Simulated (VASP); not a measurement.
# ZnRe (P-6m2) in VASP: a series of runs, part 2 of 2

VASP 6.6.1. The steps go on from the part before.

## Step 7: Single point, PBEsol, collinear spin

Contents of INCAR:

```
SYSTEM = ZnRe
PREC = Accurate
ENCUT = 520
EDIFF = 1E-6
ISMEAR = -1
SIGMA = 0.08
LREAL = .False.
LASPH = .True.
NELM = 150
ALGO = Normal
ISIF = 2
LWAVE = .False.
LCHARG = .True.
ISPIN = 2
MAGMOM = 0 0.3
LORBIT = 11
NUPDOWN = 0.3
LMAXMIX = 4
GGA = PS
LELF = .True.
LVHAR = .True.
NBANDS = 20
```

Contents of KPOINTS:

```
Automatic mesh
0
Gamma
  16 16 9
  0 0 0
```

Contents of POSCAR:

```
ZnRe
1.0
    2.7482183437      0.0000000000      0.0000000000
   -1.3741091718      2.3800269008      0.0000000000
    0.0000000000      0.0000000000      4.4940660000
Zn Re
1 1
Direct
    0.0000000000      0.0000000000      0.0000000000
    0.3333333333      0.6666666667      0.5000000000
```

Potentials or basis: VASP PAW PBE potentials, release 64 (Zn, Re).

Command:

```console
> cat potpaw_PBE.64/Zn/POTCAR potpaw_PBE.64/Re/POTCAR > POTCAR
> mpirun -np 1 vasp_std > vasp.out
```

OUTCAR:

```text
SYSTEM = ZnRe
   PREC = Accurate
   ENCUT = 520
   EDIFF = 1E-6
   ISMEAR = -1
   LREAL = .False.
   LASPH = .True.
   NELM = 150
   ISIF = 2
   ISPIN = 2
   LORBIT = 11
   NUPDOWN = 0.3
   GGA = PS

 ion  position               nearest neighbor table
   1  0.000  0.000  0.000-   2 2.75   2 2.75   2 2.75   2 2.75   2 2.75   2 2.75
   2  0.333  0.667  0.500-   1 2.75   1 2.75   1 2.75   1 2.75   1 2.75   1 2.75

  LATTYP: Found a hexagonal cell.
 ALAT       =     2.7482183437
 C/A-ratio  =     1.6352652657

  Lattice vectors:

 A1 = (   2.7482183437,   0.0000000000,   0.0000000000)
 A2 = (  -1.3741091718,   2.3800269008,   0.0000000000)
 A3 = (   0.0000000000,   0.0000000000,   4.4940660000)

Analysis of symmetry for initial positions (statically):
=====================================================================
 Subroutine PRICEL returns:
 Original cell was already a primitive cell.

 Routine SETGRP: Setting up the symmetry group for a
 hexagonal supercell.

 Subroutine GETGRP returns: Found 12 space group operations
 (whereof 12 operations were pure point group operations)
 out of a pool of 24 trial point group operations.
[... 742 lines left out ...]
  band No.  band energies     occupation
      1      -4.8899      1.00000
      2      -2.5289      1.00000
      3      -1.8983      1.00000
      4      -1.8983      1.00000
      5      -1.5151      1.00000
      6      -1.5151      1.00000
[... 541 lines left out ...]
     19      24.3929      0.00000
     20      27.1056      0.00000

 [... further k-points ...]
[... 5 lines left out ...]
  --------------------------------------------------------------------------------------
  -------------------------------------------------------------------------------------
  Total       -1.6056406     -1.6056406     -1.5871828     -0.0000000      0.0000000      0.0000000
  in kB      -87.5157822    -87.5157822    -86.5097345     -0.0000000      0.0000000      0.0000000
  external PRESSURE =     -87.1804330 kB  Pullay stress =       0.0000000 kB

 VOLUME and BASIS-vectors are now :
 -----------------------------------------------------------------------------
  energy-cutoff  :      520.00
  volume of cell :       29.39
      direct lattice vectors                 reciprocal lattice vectors
     2.748218344  0.000000000  0.000000000     0.363872107  0.210081659  0.000000000
    -1.374109172  2.380026901  0.000000000     0.000000000  0.420163318  0.000000000
     0.000000000  0.000000000  4.494066000     0.000000000  0.000000000  0.222515646

 POSITION                                       TOTAL-FORCE (eV/Angst)
 -----------------------------------------------------------------------------------
      0.00000      0.00000      0.00000         0.000000      0.000000      0.000000
     -0.00000      1.58668      2.24703        -0.000000     -0.000000      0.000000
 -----------------------------------------------------------------------------------
    total drift:                                0.000000     -0.000000      0.000000

  FREE ENERGIE OF THE ION-ELECTRON SYSTEM (eV)
  ---------------------------------------------------
  free  energy   TOTEN  =       -14.4305864560 eV

  energy  without entropy=      -14.4026763845  energy(sigma->0) =      -14.41663142

 total charge

# of ion       s       p       d       tot
------------------------------------------
    1        0.601   0.547   9.743  10.891
    2        0.579   0.589   4.738   5.905
--------------------------------------------------
tot          1.180   1.136  14.481  16.796

 magnetization (x)

# of ion       s       p       d       tot
------------------------------------------
    1       -0.000   0.005   0.009   0.014
    2        0.004   0.010   0.249   0.263
--------------------------------------------------
tot          0.004   0.015   0.258   0.277
```

stdout:

```text
POSCAR found type information on POSCAR ZnRe
 POSCAR found :  2 types and       2 ions
 scaLAPACK will be used
 -----------------------------------------------------------------------------
|                                                                             |
|                                                                             |
|     You enforced a specific xc type in the INCAR file but a different       |
|     I HOPE YOU KNOW WHAT YOU ARE DOING!                                     |
|                                                                             |
 -----------------------------------------------------------------------------

 LDA part: xc-table for (Slater+PW92), standard interpolation
 POSCAR, INCAR and KPOINTS ok, starting setup
 FFT: planning ... GRIDC
 FFT: planning ... GRID_SOFT
 FFT: planning ... GRID
 WAVECAR not read
 entering main loop
```

Wall time 2.1 min (1 thread of AMD EPYC 9R14 (Zen 4), shared host); peak memory 0.23 GiB.

Results:

```
Free energy                                           : -14.4306 eV
Pressure                                              : -8.7 GPa
Net moment                                            : 0.30 μB per cell
Site moments                                          : Zn +0.01; Re +0.26 μB
Valence electrons inside the program's atomic spheres : Zn 10.89; Re 5.91
```

Caveat: the cell stands under tension; the PAW data sets were made with another functional, which shifts forces and pressure a little; spin-orbit coupling is left out, which moves the levels of the heavy elements; the total moment is fixed, so each spin has its own Fermi level.

## Step 8: Overview

| potentials or basis | spin | fixed moment (μB) | cutoff (eV) | gap on the mesh (eV) | pressure (GPa) | moment (μB) |
| --- | --- | --- | --- | --- | --- | --- |
| VASP PAW PBE potentials, release 64 (Zn, Re_sv_GW) | off | - | 500 | none | -10.1 | - |
| VASP PAW PBE potentials, release 64 (Zn, Re_sv_GW) | collinear, zero start | 0.0 | 500 | - | -10.2 | 0.00 |
| VASP PAW PBE potentials, release 64 (Zn, Re) | collinear | - | 520 | none | -9.1 | 0.00 |
| VASP PAW PBE potentials, release 64 (Zn, Re) | collinear | 0.05 | 520 | - | -9.1 | 0.05 |
| VASP PAW PBE potentials, release 64 (Zn, Re) | collinear | 0.15 | 520 | - | -9.0 | 0.15 |
| VASP PAW PBE potentials, release 64 (Zn, Re) | collinear | 0.3 | 520 | - | -8.7 | 0.30 |

Alike in all rows: task single point; level PBEsol; cell as given; k mesh 16 × 16 × 9; smearing fermi-dirac 0.08 eV.

Caveats: the cell stands under tension; the PAW data sets were made with another functional, which shifts forces and pressure a little; spin-orbit coupling is left out, which moves the levels of the heavy elements; the total moment is fixed, so each spin has its own Fermi level (at least some runs).

Absolute energies hang on the potentials; compare differences alone.
